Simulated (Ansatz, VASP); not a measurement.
Two plane-wave programs on TaAs

```
Ta As
1.0
     3.24422    0.00000    0.00000
     0.00000    2.26553    2.26593
     0.00000   -2.26553    2.26593
Ta As
1 1
Direct
  0.50000 0.01425 0.01425
  0.00000 0.51427 0.51427
```

Alike in both runs: functional PBE; k mesh 4 × 7 × 7; occupations gaussian, width 0.2 eV; no spin polarisation.

Ansatz relaxed the structure, and its values are those at the end. VASP's run is a single point on that final structure, the one shown.

```csv
,VASP,Ansatz
version,VASP 6.6.1,Ansatz 0.2.0
potentials or method,"VASP PAW PBE potentials, release 64 (Ta_pv, As), cutoff 500 eV","scalar-relativistic, plane waves, PAW"
valence electrons in the cell,16,28
```

VASP gave:

| Quantity | Value |
| --- | --- |
| gap on the k mesh at the Fermi level (eV) | none |
| pressure (GPa) | 0.4 |

Problem. What did Ansatz give for the same quantities?

Solution. gap on the k mesh at the Fermi level (eV): none; pressure (GPa): 0.0.

A gap of «none» marks a metal or a gap that the smearing closes. The functional is the same, so the differences come from potentials, cutoffs and numerics. VASP's potentials hold 16 valence electrons a cell and Ansatz's 28, so a difference there can come from the potentials and not from the codes.

The k mesh is coarse, so the values compare programs but aren't converged. Neither program's run includes spin-orbit coupling.
